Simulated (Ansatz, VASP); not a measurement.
# One calculation of Li2S, two programs

```
CELL_PARAMETERS angstrom
0.00000 2.82731 2.82731
2.82731 0.00000 2.82731
2.82731 2.82731 0.00000
ATOMIC_POSITIONS crystal
Li 0.25000 0.25000 0.25000
Li 0.75000 0.75000 0.75000
S 0.00000 0.00000 0.00000
```

Change from the starting cell: unstrained.

Alike in both runs: task single point; functional PBEsol; k mesh 6 × 6 × 6; no spin polarisation.

```csv
,VASP,Ansatz
version,VASP 6.6.1,Ansatz 0.2.0
potentials or method,"VASP PAW PBE potentials, release 64 (Li_sv, S), cutoff 750 eV","all-electron LAPW, scalar-relativistic"
occupations,"gaussian, width 0.01 eV",fixed
```

```tsv
	VASP	Ansatz	Ansatz less VASP
gap on the k mesh at the Fermi level (eV)	3.20	3.20	+0.001
pressure (GPa)	0.0	0.0	+0.02
```

VASP's potentials were made for PBE, not for PBEsol. Ansatz ran all-electron here, and VASP with PAW potentials.
